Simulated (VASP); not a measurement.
# FeGe (P6/mmm) in VASP: single point with LDA

Aim: the single point of FeGe with LDA.

All numbers are computed with VASP 6.6.1; they aren't measurements. Logs are shortened: lines on timing, memory, paths and dates and some standing lists are left out, and cuts for length are marked.

## Step 1: The cell of the first run

The structure is hexagonal, space group P6/mmm (No. 191). The conventional cell has a = 5.063 Å, b = 5.063 Å, c = 4.170 Å, α = 90.00°, β = 90.00°, γ = 120.00°. Within 3.4 Å of Ge (site symmetry -6m2) lie 6 Fe at 2.55 Å and 3 Ge at 2.92 Å. Within 3.3 Å of Ge (site symmetry 6/mmm) lie 6 Fe at 2.53 Å. Fe (site symmetry mmm) has 6 Ge at 2.53 to 2.55 Å and 4 Fe at 2.53 Å within 3.3 Å.

## Step 2: Single point, LDA, collinear spin, ferromagnetic start

INCAR reads:

```
SYSTEM = FeGe
PREC     = Accurate       ! precision mode
ENCUT    = 690            ! plane-wave cutoff, eV
EDIFF    = 1E-6           ! SCF threshold, eV
ISMEAR   = -1             ! smearing method
SIGMA    = 0.05           ! smearing width, eV
LREAL    = .False.        ! projectors in reciprocal space
LASPH    = .True.         ! aspherical terms in the spheres
NELM     = 200            ! most SCF steps
ALGO     = Normal         ! electronic algorithm
ISIF     = 2              ! what is computed and relaxed
LWAVE    = .False.        ! write WAVECAR
LCHARG   = .True.         ! write CHGCAR
ISPIN    = 2              ! spin polarisation
MAGMOM   = 0 0 0 3 3 3    ! initial moments
LORBIT   = 11             ! projections on sites
LMAXMIX  = 4              ! l up to which the mixer works
GGA      = CA             ! functional
LELF     = .True.         ! ELF
LVHAR    = .True.       
NBANDS   = 58             ! bands
GGA_COMPAT= .False.
```

KPOINTS reads:

```
regular mesh
0
Gamma
  6 6 7
  0 0 0
```

POSCAR reads:

```
FeGe
1.0
    5.0633678031      0.0000000000      0.0000000000
   -2.5316839015      4.3850051461      0.0000000000
    0.0000000000      0.0000000000      4.1699223156
Ge Fe
3 3
Direct
    0.6666666667      0.3333333333      0.5000000000
    0.3333333333      0.6666666667      0.5000000000
    0.0000000000      0.0000000000      0.0000000000
    0.0000000000      0.5000000000      0.0000000000
    0.5000000000      0.5000000000      0.0000000000
    0.5000000000      0.0000000000      0.0000000000
```

Potentials or basis: VASP PAW LDA potentials, release 64 (Ge_d, Fe_sv).

Run with:

```console
cat potpaw_LDA.64/Ge_d/POTCAR potpaw_LDA.64/Fe_sv/POTCAR > POTCAR
mpirun -np 1 vasp_std > vasp.out
```

OUTCAR:

```text
SYSTEM = FeGe
   PREC = Accurate
   ENCUT = 690
   EDIFF = 1E-6
   ISMEAR = -1
   LREAL = .False.
   LASPH = .True.
   NELM = 200
   ISIF = 2
   ISPIN = 2
   LORBIT = 11
   GGA = CA

 ion  position               nearest neighbor table
   1  0.667  0.333  0.500-   6 2.55   6 2.55   4 2.55   4 2.55   5 2.55   5 2.55
   2  0.333  0.667  0.500-   6 2.55   6 2.55   4 2.55   4 2.55   5 2.55   5 2.55
   3  0.000  0.000  0.000-   4 2.53   4 2.53   5 2.53   5 2.53   6 2.53   6 2.53
   4  0.000  0.500  0.000-   3 2.53   3 2.53   6 2.53   6 2.53   5 2.53   5 2.53   2 2.55   2 2.55
                             1 2.55   1 2.55
   5  0.500  0.500  0.000-   6 2.53   6 2.53   3 2.53   3 2.53   4 2.53   4 2.53   2 2.55   2 2.55
                             1 2.55   1 2.55
   6  0.500  0.000  0.000-   5 2.53   5 2.53   4 2.53   4 2.53   3 2.53   3 2.53   2 2.55   2 2.55
                             1 2.55   1 2.55

  LATTYP: Found a hexagonal cell.
 ALAT       =     5.0633678031
 C/A-ratio  =     0.8235471879

  Lattice vectors:

 A1 = (   5.0633678031,   0.0000000000,   0.0000000000)
 A2 = (  -2.5316839015,   4.3850051461,   0.0000000000)
 A3 = (   0.0000000000,   0.0000000000,   4.1699223156)

Analysis of symmetry for initial positions (statically):
=====================================================================
 Subroutine PRICEL returns:
 Original cell was already a primitive cell.

 Routine SETGRP: Setting up the symmetry group for a
 hexagonal supercell.

 Subroutine GETGRP returns: Found 24 space group operations
 (whereof 24 operations were pure point group operations)
 out of a pool of 24 trial point group operations.

The static configuration has the point symmetry D_6h.

Analysis of symmetry for dynamics (positions and initial velocities):
=====================================================================
 Subroutine PRICEL returns:
 Original cell was already a primitive cell.

 Routine SETGRP: Setting up the symmetry group for a
 hexagonal supercell.

 Subroutine GETGRP returns: Found 24 space group operations
 (whereof 24 operations were pure point group operations)
 out of a pool of 24 trial point group operations.

The dynamic configuration has the point symmetry D_6h.

Analysis of structural, dynamic, and magnetic symmetry:
=====================================================================
 Subroutine PRICEL returns:
 Original cell was already a primitive cell.

 Routine SETGRP: Setting up the symmetry group for a
 hexagonal supercell.

 Subroutine GETGRP returns: Found 24 space group operations
 (whereof 24 operations were pure point group operations)
 out of a pool of 24 trial point group operations.

The overall configuration has the point symmetry D_6h.

 Subroutine INISYM returns: Found 24 space group operations
 (whereof 24 operations are pure point group operations),
 and found     1 'primitive' translations

----------------------------------------------------------------------------------------

                                     Primitive cell

  volume of cell :      92.5843

  direct lattice vectors                    reciprocal lattice vectors
     5.063367803  0.000000000  0.000000000     0.197497010  0.114024952  0.000000000
    -2.531683902  4.385005146  0.000000000     0.000000000  0.228049903  0.000000000
     0.000000000  0.000000000  4.169922316     0.000000000  0.000000000  0.239812621

  length of vectors
     5.063367803  5.063367803  4.169922316     0.228049903  0.228049903  0.239812621

  position of ions in fractional coordinates (direct lattice)
     0.666666667  0.333333333  0.500000000
     0.333333333  0.666666667  0.500000000
     0.000000000  0.000000000  0.000000000
     0.000000000  0.500000000  0.000000000
     0.500000000  0.500000000  0.000000000
     0.500000000  0.000000000  0.000000000

  ion indices of the primitive-cell ions
   primitive index   ion index
                 1           1
                 2           2
                 3           3
                 4           4
                 5           5
                 6           6

[... 51 lines left out ...]
  0.333333  0.000000  0.428571     12.000000
 [... further k-points ...]
   k-points           NKPTS =     28   k-points in BZ     NKDIM =     28   number of bands    NBANDS=     58
   number of dos      NEDOS =    301   number of ions     NIONS =      6
   total plane-waves  NPLWV =  82944
   dimension x,y,z NGX =    48 NGY =   48 NGZ =   36
   dimension x,y,z NGXF=    96 NGYF=   96 NGZF=   72
   ions per type =               3   3
   NGX,Y,Z   is equivalent  to a cutoff of  15.76, 15.76, 14.35 a.u.
   NGXF,Y,Z  is equivalent  to a cutoff of  31.52, 31.52, 28.70 a.u.
 SYSTEM =  FeGe
   PREC   = accura    normal or accurate (medium, high low for compatibility)
   ISTART =      0    job   : 0-new  1-cont  2-samecut
   ICHARG =      2    charge: 1-file 2-atom 10-const
   ISPIN  =      2    spin polarized calculation?
   LNONCOLLINEAR =      F non collinear calculations
   LSORBIT =      F    spin-orbit coupling
   LASPH  =      T    aspherical Exc in radial PAW
   ENCUT  =  690.0 eV  50.71 Ry    7.12 a.u.  10.84 10.84  8.93*2*pi/ulx,y,z
   NELM   =    200;   NELMIN=  2; NELMDL= -5     # of ELM steps
   EDIFF  = 0.1E-05   stopping-criterion for ELM
   LREAL  =      F    real-space projection
   EDIFFG = 0.1E-04   stopping-criterion for IOM
   NSW    =      0    number of steps for IOM
   IBRION =     -1    ionic relax: 0-MD 1-quasi-New 2-CG
   NFREE  =      0    steps in history (QN), initial steepest desc. (CG)
   ISIF   =      2    stress and relaxation
   ISYM   =      2    0-nonsym 1-usesym 2-fastsym
   POTIM  = 0.5000    time-step for ionic-motion
   TEBEG  =    0.0;   TEEND  =   0.0 temperature during run
   PSTRESS=    0.0 pullay stress
   NELECT =      90.0000    total number of electrons
   NUPDOWN=      -1.0000    fix difference up-down
   EMIN   =  10.00;   EMAX   =-10.00  energy-range for DOS
   EFERMI =   0.00;   METHOD = LEGACY
   ISMEAR =    -1;   SIGMA  =   0.05  broadening in eV -4-tet -1-fermi 0-gaus
   EFERMI_NEDOS =   21; number of points for ismear=-14 and -15
   IALGO  =     38    algorithm
   IMIX   =      4    mixing-type and parameters
     AMIX     =   0.40;   BMIX     =  1.00
     AMIX_MAG =   1.60;   BMIX_MAG =  1.00
  volume/ion in A,a.u.               =      15.43       104.13
  Fermi-wavevector in a.u.,A,eV,Ry     =   1.621722  3.064611 35.783093  2.629983
  Thomas-Fermi vector in A             =   2.715452
   LORBIT       =     11    0 simple, 1 ext, 2 COOP (PROOUT), +10 PAW based schemes
   GGA     = CA    functional components
   LHFCALC =     F    Hartree Fock is set to
   AEXX    =    0.0000 exact exchange contribution
   IVDW    =     0    specifies the selected vdW correction
   LEPSILON=     F    determine dielectric tensor
   LRPA    =     F    only Hartree local field effects (RPA)
 spin polarized calculation
  energy-cutoff  :      690.00
  volume of cell :       92.58
 maximum number of plane-waves:      3840
 NGX is ok and might be reduce to    48
   NGX = 21   NGY = 21   NGZ = 17

 number of electron      90.0000016 magnetization       4.0938564

 Free energy of the ion-electron system (eV)
  ---------------------------------------------------
  ext. energy  EPLUGINS =         0.00000000
  ---------------------------------------------------
  free energy    TOTEN  =       -44.17389221 eV

  energy without entropy =      -44.13052892  energy(sigma->0) =      -44.15221057

 E-fermi :   8.2518     XC(G=0): -12.2713

 val. band max:        8.2428576290   @ k =   0.3333   0.0000   0.2857
 cond. band min:       8.2526643866   @ k =   0.3333   0.1667   0.4286
 fundamental gap:      0.0098067577
 Fermi energy:         8.2518493303

 spin component 1

 k-point     1 :       0.0000    0.0000    0.0000
  band No.  band energies     occupation
      1     -78.5103      1.00000
      2     -78.4721      1.00000
      3     -78.4721      1.00000
      4     -45.3127      1.00000
      5     -45.1736      1.00000
      6     -45.1736      1.00000
[... 1429 lines left out ...]
     56      15.6462      0.00000
     57      16.5470      0.00000

 [... further k-points ...]

 spin component 2

 k-point     1 :       0.0000    0.0000    0.0000
  band No.  band energies     occupation
      1     -76.9853      1.00000
      2     -76.9451      1.00000
      3     -76.9451      1.00000
      4     -43.8308      1.00000
      5     -43.7131      1.00000
      6     -43.7131      1.00000
[... 1429 lines left out ...]
     56      15.8963      0.00000
     57      16.8410      0.00000

 [... further k-points ...]

 [bands above 57 left out]

------------------------ aborting loop because EDIFF is reached ----------------------------------------

  FORCE on cell =-STRESS in cart. coord.  units (eV):
  Direction    XX          YY          ZZ          XY          YZ          ZX
  --------------------------------------------------------------------------------------
  -------------------------------------------------------------------------------------
  Total      -10.9224869    -10.9224869    -11.1492525     -0.0000000     -0.0000000      0.0000000
  in kB     -189.0142588   -189.0142588   -192.9384512     -0.0000000     -0.0000000      0.0000000
  external PRESSURE =    -190.3223229 kB  Pullay stress =       0.0000000 kB

 VOLUME and BASIS-vectors are now :
 -----------------------------------------------------------------------------
  energy-cutoff  :      690.00
  volume of cell :       92.58
      direct lattice vectors                 reciprocal lattice vectors
     5.063367803  0.000000000  0.000000000     0.197497010  0.114024952  0.000000000
    -2.531683902  4.385005146  0.000000000     0.000000000  0.228049903  0.000000000
     0.000000000  0.000000000  4.169922316     0.000000000  0.000000000  0.239812621

 POSITION                                       TOTAL-FORCE (eV/Angst)
 -----------------------------------------------------------------------------------
      2.53168      1.46167      2.08496         0.000000      0.000000      0.000000
     -0.00000      2.92334      2.08496        -0.000000     -0.000000      0.000000
      0.00000      0.00000      0.00000         0.000000      0.000000      0.000000
     -1.26584      2.19250      0.00000         0.000000      0.000000      0.000000
      1.26584      2.19250      0.00000         0.000000      0.000000      0.000000
      2.53168      0.00000      0.00000         0.000000      0.000000      0.000000
 -----------------------------------------------------------------------------------
    total drift:                               -0.000000      0.000000      0.000000

  FREE ENERGIE OF THE ION-ELECTRON SYSTEM (eV)
  ---------------------------------------------------
  free  energy   TOTEN  =       -44.1738922123 eV

  energy  without entropy=      -44.1305289246  energy(sigma->0) =      -44.15221057

 total charge

# of ion       s       p       d       tot
------------------------------------------
    1        1.137   1.135  10.061  12.332
    2        1.137   1.135  10.061  12.332
    3        1.159   1.096  10.043  12.298
    4        2.154   6.023   5.627  13.804
    5        2.154   6.023   5.627  13.804
    6        2.154   6.023   5.627  13.804
--------------------------------------------------
tot          9.895  21.434  47.044  78.373

 magnetization (x)

# of ion       s       p       d       tot
------------------------------------------
    1       -0.006  -0.044   0.000  -0.049
    2       -0.006  -0.044   0.000  -0.049
    3        0.000  -0.082   0.006  -0.076
    4        0.003   0.003   1.377   1.383
    5        0.003   0.003   1.377   1.383
    6        0.003   0.003   1.377   1.383
--------------------------------------------------
tot         -0.002  -0.161   4.136   3.974
```

It took 4.3 min on 1 thread of Intel Xeon Platinum 8488C (Sapphire Rapids), shared host; peak memory 0.44 GiB.

What came out:

```
Free energy                                           : -44.1739 eV
Pressure                                              : -19.0 GPa
Net moment                                            : 4.09 μB per cell
Site moments                                          : Ge -0.05, -0.08 (each value once); Fe +1.38 μB
Valence electrons inside the program's atomic spheres : Ge 12.33, 12.30 (each value once); Fe 13.80
```

Stress tensor (GPa, compression positive):
```
-18.90   0.00   0.00
  0.00 -18.90   0.00
  0.00   0.00 -19.29
```

Caveat: the cell stands under tension.
